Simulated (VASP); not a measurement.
Input of a VASP 6.6.1 run:

File POSCAR:

```
CuCl
1.0
    0.0000000000      2.7100000000      2.7100000000
    2.7100000000      0.0000000000      2.7100000000
    2.7100000000      2.7100000000      0.0000000000
Cu Cl
1 1
Direct
    0.0000000000      0.0000000000      0.0000000000
    0.2500000000      0.2500000000      0.2500000000
```

Contents of INCAR.step1:

```
PREC     = Accurate       # precision mode
ENCUT    = 500            # plane-wave cutoff, eV
EDIFF    = 1E-8           # SCF threshold, eV
ISMEAR   = 0              # smearing method
SIGMA    = 0.01           # smearing width, eV
LREAL    = False          # projectors in reciprocal space
LASPH    = True           # aspherical terms in the spheres
NELM     = 60             # most SCF steps
ALGO     = Normal         # electronic algorithm
LWAVE    = True           # write WAVECAR
LCHARG   = False          # write CHGCAR
GGA      = PE             # functional
```

Contents of INCAR.step2:

```
PREC     = Accurate       # precision mode
ENCUT    = 500            # plane-wave cutoff, eV
EDIFF    = 1E-8           # SCF threshold, eV
ISMEAR   = 0              # smearing method
SIGMA    = 0.01           # smearing width, eV
LREAL    = False          # projectors in reciprocal space
LASPH    = True           # aspherical terms in the spheres
NELM     = 1              # most SCF steps
ALGO     = Exact          # electronic algorithm
LWAVE    = True           # write WAVECAR
LCHARG   = False          # write CHGCAR
GGA      = PE             # functional
NBANDS   = 397            # bands
LOPTICS  = True           # frequency-dependent dielectric function
ISTART   = 1
```

The input INCAR.step3:

```
PREC     = Accurate       # precision mode
ENCUT    = 500            # plane-wave cutoff, eV
EDIFF    = 1E-8           # SCF threshold, eV
ISMEAR   = 0              # smearing method
SIGMA    = 0.01           # smearing width, eV
LREAL    = False          # projectors in reciprocal space
LASPH    = True           # aspherical terms in the spheres
ALGO     = EVGW0          # electronic algorithm
LWAVE    = False          # write WAVECAR
LCHARG   = False          # write CHGCAR
GGA      = PE             # functional
NELMGW   = 1            
NBANDS   = 397            # bands
ENCUTGW  = 180.0          # cutoff of the response function
NOMEGA   = 48             # frequency points
PRECFOCK = Fast         
ISTART   = 1            
NBANDSGW = 17
```

File KPOINTS:

```
regular mesh
0
Gamma
  2 2 2
```

Potentials or basis: VASP PAW PBE potentials, release 64 (Cu_GW, Cl_GW).

The run is started by

```bash
$ cat potpaw_PBE.64/Cu_GW/POTCAR potpaw_PBE.64/Cl_GW/POTCAR > POTCAR
$ cp INCAR.step1 INCAR
$ mpirun -np 1 vasp_std > vasp.out
$ cp INCAR.step2 INCAR
$ mpirun -np 1 vasp_std > vasp.out
$ cp INCAR.step3 INCAR
$ mpirun -np 1 vasp_std > vasp.out
```

Predict the quasiparticle gap.

1.21 eV.

What does it give for the least direct quasiparticle gap?

1.21 eV.

What does it give for the least direct gap of the starting levels on the mesh?

0.62 eV.

What does it give for the band gap of the starting levels on the mesh?

0.62 eV.

Caveat: the k points lie up to 1.00 Å⁻¹ apart; bands, screening cutoff and mesh are small and nothing is extrapolated, so the quasiparticle values aren't converged.
